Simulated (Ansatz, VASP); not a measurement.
TaN in VASP and in Ansatz

```xyz
2
Lattice="1.4751 2.5550 0.0000 -1.4751 2.5550 0.0000 0.0000 0.0000 2.8975" Properties=species:S:1:pos:R:3 pbc="T T T"
N     0.0000    0.0000    0.0000
Ta    0.0000    1.7034    1.4488
```

Alike in both runs: functional PBE; k mesh 12 × 12 × 10; occupations fermi-dirac, width 0.02 eV; no spin polarisation.

Ansatz relaxed the structure, and its values are those at the end. VASP's run is a single point on that final structure, the one shown.

|  | VASP | Ansatz |
| --- | --- | --- |
| version | VASP 6.6.1 | Ansatz 0.2.0 |
| potentials or method | VASP PAW PBE potentials, release 64 (N, Ta_pv), cutoff 520 eV | PAW plane waves |
| valence electrons in the cell | 16 | 18 |

```csv
,VASP,Ansatz,Ansatz less VASP
gap on the k mesh at the Fermi level (eV),none,none,-
pressure (GPa),0.7,0.0,-0.66
```

A gap of «none» marks a metal or a gap that the smearing closes. VASP's potentials hold 16 valence electrons a cell and Ansatz's 18, so a difference there can come from the potentials and not from the codes. Ansatz's warnings: structure snapped to symmetry.

Spin-orbit coupling is off throughout.
